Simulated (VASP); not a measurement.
A run of VASP 6.6.1 is set up as follows.

File INCAR:

```
PREC = Accurate
ENCUT = 1300
EDIFF = 1E-6
ISMEAR = 0
SIGMA = 0.05
LREAL = F
LASPH = T
NELM = 120
ALGO = Normal
ISIF = 2
LWAVE = F
LCHARG = F
GGA = CA
NBANDS = 16
GGA_COMPAT = F
```

File KPOINTS:

```
regular mesh
0
Gamma
  15 15 12
```

File POSCAR:

```
WC
1.0
    2.9065000000      0.0000000000      0.0000000000
   -1.4532500000      2.5171028361      0.0000000000
    0.0000000000      0.0000000000      2.8366000000
W C
1 1
Direct
    0.0000000000      0.0000000000      0.0000000000
    0.6666666667      0.3333333333      0.5000000000
```

Potentials or basis: VASP PAW LDA potentials, release 64 (W_sv, C_h).

Command:

```console
$ cat potpaw_LDA.64/W_sv/POTCAR potpaw_LDA.64/C_h/POTCAR > POTCAR
$ mpirun -np 1 vasp_std > vasp.out
```

(1) Predict the band gap on the k mesh.

(2) Estimate the pressure.

Results:

(1) zero (bands 9 and 10 overlap by 1.22 eV).

(2) -7.5 GPa.

Caveat: the cell stands under tension; spin-orbit coupling is left out, which moves the levels of the heavy elements.
